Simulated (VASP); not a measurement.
# RbBr (Fm-3m) in VASP: a series of runs, part 2 of 2

VASP 6.6.1.

**3. Single point, PBE (Cl replaced by Br, lengths x 1.034, strained)**

File INCAR:

```
SYSTEM = RbBr
PREC = Accurate
ENCUT = 500
EDIFF = 1E-6
ISMEAR = 0
SIGMA = 0.02
LREAL = .FALSE.
LASPH = .TRUE.
NELM = 120
ALGO = Normal
ISIF = 2
LWAVE = .FALSE.
LCHARG = .TRUE.
GGA = PE
LELF = .TRUE.
LVHAR = .TRUE.
NBANDS = 15
GGA_COMPAT = .FALSE.
```

File KPOINTS:

```
Automatic mesh
0
G
  6 6 6
  0 0 0
```

File POSCAR:

```
RbBr
1.0
    0.0000000000      3.3478412673      3.3478412673
    3.3478412673      0.0000000000      3.3478412673
    3.3478412673      3.3478412673      0.0000000000
Rb Br
1 1
Direct
    0.0000000000      0.0000000000      0.0000000000
    0.5000000000      0.5000000000      0.5000000000
```

Potentials or basis: VASP PAW PBE potentials, release 64 (Rb_sv, Br).

The run is started by

```bash
> cat potpaw_PBE.64/Rb_sv/POTCAR potpaw_PBE.64/Br/POTCAR > POTCAR
> mpirun -np 1 vasp_std > vasp.out
```

OUTCAR:

```text
SYSTEM = RbBr
   PREC = Accurate
   ENCUT = 500
   EDIFF = 1E-6
   ISMEAR = 0
   LREAL = .FALSE.
   LASPH = .TRUE.
   NELM = 120
   ISIF = 2
   GGA = PE

 ion  position               nearest neighbor table
   1  0.000  0.000  0.000-   2 3.35   2 3.35   2 3.35   2 3.35   2 3.35   2 3.35
   2  0.500  0.500  0.500-   1 3.35   1 3.35   1 3.35   1 3.35   1 3.35   1 3.35

  LATTYP: Found a face centered cubic cell.
 ALAT       =     6.6956825346

  Lattice vectors:

 A1 = (   0.0000000000,   3.3478412673,   3.3478412673)
 A2 = (   3.3478412673,   0.0000000000,   3.3478412673)
 A3 = (   3.3478412673,   3.3478412673,   0.0000000000)

Analysis of symmetry for initial positions (statically):
=====================================================================
 Subroutine PRICEL returns:
 Original cell was already a primitive cell.

 Routine SETGRP: Setting up the symmetry group for a
 face centered cubic supercell.

 Subroutine GETGRP returns: Found 48 space group operations
 (whereof 48 operations were pure point group operations)
 out of a pool of 48 trial point group operations.

The static configuration has the point symmetry O_h .

Analysis of symmetry for dynamics (positions and initial velocities):
=====================================================================
 Subroutine PRICEL returns:
 Original cell was already a primitive cell.

 Routine SETGRP: Setting up the symmetry group for a
 face centered cubic supercell.

 Subroutine GETGRP returns: Found 48 space group operations
 (whereof 48 operations were pure point group operations)
 out of a pool of 48 trial point group operations.

The dynamic configuration has the point symmetry O_h .

 Subroutine INISYM returns: Found 48 space group operations
 (whereof 48 operations are pure point group operations),
 and found     1 'primitive' translations

----------------------------------------------------------------------------------------

                                     Primitive cell

  volume of cell :      75.0455

  direct lattice vectors                    reciprocal lattice vectors
[... 111 lines left out ...]
  energy-cutoff  :      500.00
  volume of cell :       75.05
 maximum number of plane-waves:      1932
 NGX is ok and might be reduce to    36
   NGX = 17   NGY = 17   NGZ = 17

 number of electron      16.0000001 magnetization

 Free energy of the ion-electron system (eV)
  ---------------------------------------------------
  ext. energy  EPLUGINS =         0.00000000
  ---------------------------------------------------
  free energy    TOTEN  =        -6.04021109 eV

  energy without entropy =       -6.04021109  energy(sigma->0) =       -6.04021109

 E-fermi :  -1.2927     XC(G=0):  -7.5159

 val. band max:       -1.4700751730   @ k =   0.0000   0.0000   0.0000
 cond. band min:       3.0774947521   @ k =   0.0000   0.0000   0.0000
 fundamental gap:      4.5475699251
 Fermi energy:        -1.2926686281

 k-point     1 :       0.0000    0.0000    0.0000
  band No.  band energies     occupation
      1     -25.7466      2.00000
      2     -13.7268      2.00000
      3      -9.8295      2.00000
      4      -9.8295      2.00000
      5      -9.8295      2.00000
      6      -1.4701      2.00000
      7      -1.4701      2.00000
      8      -1.4701      2.00000
      9       3.0775      0.00000
     10       5.8175      0.00000
     11       5.8175      0.00000
     12       5.8175      0.00000
     13       6.7569      0.00000
     14       6.7569      0.00000
[... 257 lines left out ...]
      2     -13.6922      2.00000
      3     -10.0339      2.00000
      4      -9.9608      2.00000
      5      -9.8316      2.00000
      6      -1.9417      2.00000
      7      -1.9024      2.00000
      8      -1.7442      2.00000
      9       4.8251      0.00000
     10       6.6812      0.00000
     11       6.7007      0.00000
     12       7.7563      0.00000
     13       8.7602      0.00000
     14       9.6730      0.00000
     15      10.2645      0.00000

------------------------ aborting loop because EDIFF is reached ----------------------------------------

  FORCE on cell =-STRESS in cart. coord.  units (eV):
  Direction    XX          YY          ZZ          XY          YZ          ZX
  --------------------------------------------------------------------------------------
  -------------------------------------------------------------------------------------
  Total        1.1274733      1.1274733      1.1274733     -0.0000000      0.0000000     -0.0000000
  in kB       24.0708969     24.0708969     24.0708969     -0.0000000      0.0000000     -0.0000000
  external PRESSURE =      24.0708969 kB  Pullay stress =       0.0000000 kB

 VOLUME and BASIS-vectors are now :
 -----------------------------------------------------------------------------
  energy-cutoff  :      500.00
  volume of cell :       75.05
      direct lattice vectors                 reciprocal lattice vectors
     0.000000000  3.347841267  3.347841267    -0.149349972  0.149349972  0.149349972
     3.347841267  0.000000000  3.347841267     0.149349972 -0.149349972  0.149349972
     3.347841267  3.347841267  0.000000000     0.149349972  0.149349972 -0.149349972

 POSITION                                       TOTAL-FORCE (eV/Angst)
 -----------------------------------------------------------------------------------
      0.00000      0.00000      0.00000         0.000000      0.000000      0.000000
      3.34784      3.34784      3.34784        -0.000000     -0.000000     -0.000000
 -----------------------------------------------------------------------------------
    total drift:                                0.000000      0.000000      0.000000

  FREE ENERGIE OF THE ION-ELECTRON SYSTEM (eV)
  ---------------------------------------------------
  free  energy   TOTEN  =        -6.0402110923 eV

  energy  without entropy=       -6.0402110923  energy(sigma->0) =       -6.04021109
```

OSZICAR:

```text
N       E                     dE             d eps       ncg     rms          rms(c)
DAV:   1     0.815791491664E+02    0.81579E+02   -0.65900E+03   480   0.898E+02
DAV:   2    -0.562421292732E+00   -0.82142E+02   -0.75141E+02   681   0.164E+02
DAV:   3    -0.609118024177E+01   -0.55288E+01   -0.54971E+01   600   0.439E+01
DAV:   4    -0.624251720002E+01   -0.15134E+00   -0.15129E+00   732   0.684E+00
DAV:   5    -0.624340453455E+01   -0.88733E-03   -0.88733E-03   608   0.550E-01    0.334E+00
DAV:   6    -0.604288583117E+01    0.20052E+00   -0.24887E-01   606   0.236E+00    0.225E+00
DAV:   7    -0.602898359325E+01    0.13902E-01   -0.12269E-01   627   0.175E+00    0.105E+00
DAV:   8    -0.603937866528E+01   -0.10395E-01   -0.12661E-02   510   0.663E-01    0.926E-02
DAV:   9    -0.603980562961E+01   -0.42696E-03   -0.52023E-04   634   0.122E-01    0.648E-02
DAV:  10    -0.604020177902E+01   -0.39615E-03   -0.51181E-04   508   0.123E-01    0.216E-02
DAV:  11    -0.604020642204E+01   -0.46430E-05   -0.25850E-05   599   0.279E-02    0.641E-03
DAV:  12    -0.604021092527E+01   -0.45032E-05   -0.76407E-06   508   0.178E-02    0.128E-03
DAV:  13    -0.604021109231E+01   -0.16704E-06   -0.14761E-07   506   0.232E-03
   1 F= -.60402111E+01 E0= -.60402111E+01  d E =-.105590E-37
```

stdout:

```text
POSCAR found type information on POSCAR RbBr
 POSCAR found :  2 types and       2 ions
 scaLAPACK will be used
 LDA part: xc-table for (Slater+PW92), standard interpolation
 POSCAR, INCAR and KPOINTS ok, starting setup
 FFT: planning ... GRIDC
 FFT: planning ... GRID_SOFT
 FFT: planning ... GRID
 WAVECAR not read
 entering main loop
```

It took 12 s on 1 thread of Intel Xeon Platinum 8559C (Emerald Rapids), shared host; peak memory 0.2 GiB.

Results:

```yaml
Free_energy: -6.0402 eV
Pressure: 2.4 GPa
Band_gap_on_the_k_mesh: 4.55 eV, direct
```

Caveat: the cell differs from its parent crystal (Cl replaced by Br, lengths x 1.034, strained).
